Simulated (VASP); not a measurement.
A run of VASP 6.6.1 is set up as follows.

Contents of INCAR:

```
PREC = Accurate
ENCUT = 500
EDIFF = 1E-6
ISMEAR = -1
SIGMA = 0.03
LREAL = False
LASPH = True
NELM = 120
ALGO = Normal
ISIF = 2
LWAVE = False
LCHARG = False
GGA = PS
NBANDS = 20
GGA_COMPAT = False
```

The input KPOINTS:

```
regular mesh
0
Gamma
  8 8 5
```

The input POSCAR:

```
CdI2
1.0
    4.2721059889      0.0000000000      0.0000000000
   -2.1360529944      3.6997523140      0.0000000000
    0.0000000000      0.0000000000      6.9044251649
Cd I
1 2
Direct
    0.0000000000      0.0000000000      0.0000000000
    0.3333333333      0.6666666667      0.2492000000
    0.6666666667      0.3333333333      0.7508000000
```

Potentials or basis: VASP PAW PBE potentials, release 64 (Cd, I).

Launch:

```console
$ cat potpaw_PBE.64/Cd/POTCAR potpaw_PBE.64/I/POTCAR > POTCAR
$ mpirun -np 1 vasp_std > vasp.out
```

Task: Estimate the pressure.

Result: -0.9 GPa.

Task: Estimate the largest force.

Result: 0.175 eV/Å.

Task: Predict the band gap on the k mesh.

Result: 2.27 eV, indirect (least direct gap 2.43 eV).

Forces in eV/Å, atoms in the order of the input:
```
Cd   0.000  0.000  0.000
I    0.000  0.000 -0.175
I    0.000  0.000  0.175
```

Caveat: the PAW data sets were made with another functional, which shifts forces and pressure a little; spin-orbit coupling is left out, which moves the levels of the heavy elements; this functional lacks dispersion, which binds the layers, so the pressure and a relaxed spacing across them are unreliable. A k mesh can miss the band edges.
